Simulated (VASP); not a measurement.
## Si: relaxation of cell and atoms with PBEsol

Crystal: Si.

```
CELL_PARAMETERS angstrom
0.00000 2.71692 2.71692
2.71692 0.00000 2.71692
2.71692 2.71692 0.00000
ATOMIC_POSITIONS crystal
Si 0.75000 0.75000 0.75000
Si 0.50000 0.50000 0.50000
```

```yaml
Program: VASP 6.6.1
Task: relaxation of cell and atoms
Functional: PBEsol
Potentials_or_basis: VASP PAW PBE potentials, release 64 (Si)
Cutoff: 600 eV
k_mesh: 12 × 12 × 12
Occupations: gaussian, width 0.02 eV
Spin: no spin polarisation
Dipole_correction: no
Further_INCAR_settings: ALGO = Normal; EDIFF = 1e-06; IBRION = 2; EDIFFG = -0.005; NSW = 100; ISIF = 3
```

* Relaxed volume: 20.08 Å³/atom
* Relaxed cell: a = 3.844 Å, b = 3.844 Å, c = 3.844 Å, α = 60.00°, β = 60.00°, γ = 60.00°
* Space group after relaxing (to 0.1 Å): Fd-3m (No. 227)
* Energy gained by relaxing: 0.0 meV/atom
* Ionic steps: 3
* Pressure after relaxing: 0.0 GPa
* Band gap on the k mesh: 0.46 eV (least direct gap 2.52 eV)

Final structure:
```cif
data_structure
_symmetry_space_group_name_H-M 'P 1'
_symmetry_Int_Tables_number 1
_cell_length_a 3.8437
_cell_length_b 3.8437
_cell_length_c 3.8437
_cell_angle_alpha 60.000
_cell_angle_beta 60.000
_cell_angle_gamma 60.000
_cell_volume 40.15
loop_
_atom_site_label
_atom_site_type_symbol
_atom_site_fract_x
_atom_site_fract_y
_atom_site_fract_z
_atom_site_occupancy
Si1 Si 0.75000 0.75000 0.75000 1
Si2 Si 0.50000 0.50000 0.50000 1
```

Levels at points of the mesh, in eV from the valence-band top:
| k point | band 1 | band 2 | band 3 | band 4 | band 5 | band 6 | band 7 | band 8 |
| --- | --- | --- | --- | --- | --- | --- | --- | --- |
| (0.00, 0.00, 0.00) | -11.97 | 0.00 | 0.00 | 0.00 | 2.52 | 2.52 | 2.52 | 3.29 |
| (0.50, 0.00, 0.00) | -9.63 | -7.00 | -1.20 | -1.20 | 1.46 | 3.27 | 3.27 | 7.51 |
| (0.50, 0.50, 0.00) | -7.82 | -7.82 | -2.87 | -2.87 | 0.60 | 0.60 | 10.04 | 10.04 |

Wall time 44 s on 1 thread of AMD EPYC 7R13 (shared host), peak memory 0.15 GiB.

Caveat: the PAW data sets were made with another functional, which shifts forces and pressure a little. A k mesh can miss the band edges.
